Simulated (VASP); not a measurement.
Here is a VASP 6.6.1 calculation.

File INCAR:

```
SYSTEM = SiC
PREC     = Accurate       ! precision mode
ENCUT    = 520            ! plane-wave cutoff, eV
EDIFF    = 1E-6           ! SCF threshold, eV
ISMEAR   = -1             ! smearing method
SIGMA    = 0.05           ! smearing width, eV
LREAL    = .False.        ! projectors in reciprocal space
LASPH    = .True.         ! aspherical terms in the spheres
NELM     = 60             ! most SCF steps
ALGO     = Normal         ! electronic algorithm
ISIF     = 2              ! what is computed and relaxed
LWAVE    = .False.        ! write WAVECAR
LCHARG   = .False.        ! write CHGCAR
GGA      = B5             ! functional
ALDAX    = 1.0          
AGGAX    = 1.0          
AGGAC    = 1.0          
ALDAC    = 0.0          
IVDW     = 13             ! dispersion correction
VDW_S6   = 1.0          
VDW_S8   = 2.34076671   
VDW_A1   = 0.44488865   
VDW_A2   = 4.0933009    
NBANDS   = 26             ! bands
```

Contents of KPOINTS:

```
Automatic mesh
0
Gamma
  10 10 3
  0 0 0
```

File POSCAR:

```
SiC
1.0
    3.0341256196      0.0000000000      0.0000000000
   -1.5170628097      2.6276298648      0.0000000000
    0.0000000000      0.0000000000      9.9345399781
Si C
4 4
Direct
    0.0000000000      0.0000000000      0.1878943800
    0.0000000000      0.0000000000      0.6878943800
    0.3333333333      0.6666666667      0.4378419800
    0.6666666667      0.3333333333      0.9378419800
    0.0000000000      0.0000000000      0.0004600500
    0.0000000000      0.0000000000      0.5004600500
    0.3333333333      0.6666666667      0.2498025900
    0.6666666667      0.3333333333      0.7498025900
```

Potentials or basis: VASP PAW PBE potentials, release 64 (Si, C).

Launch:

```sh
$ cat potpaw_PBE.64/Si/POTCAR potpaw_PBE.64/C/POTCAR > POTCAR
$ mpirun -np 1 vasp_std > vasp.out
```

Question: Predict the largest force.

Answer: 0.012 eV/Å.

Question: Estimate the band gap on the k mesh.

Answer: 2.55 eV, indirect (least direct gap 3.68 eV).

Forces on the atoms (eV/Å):
```
Si   0.000  0.000 -0.012
Si   0.000  0.000 -0.012
Si   0.000  0.000 -0.003
Si   0.000  0.000 -0.003
C    0.000  0.000  0.006
C    0.000  0.000  0.006
C    0.000  0.000  0.009
C    0.000  0.000  0.009
```

Caveat: the PAW data sets were made with another functional, which shifts forces and pressure a little. Expect the measured gap to be larger: semilocal functionals such as BLYP lack the derivative discontinuity.
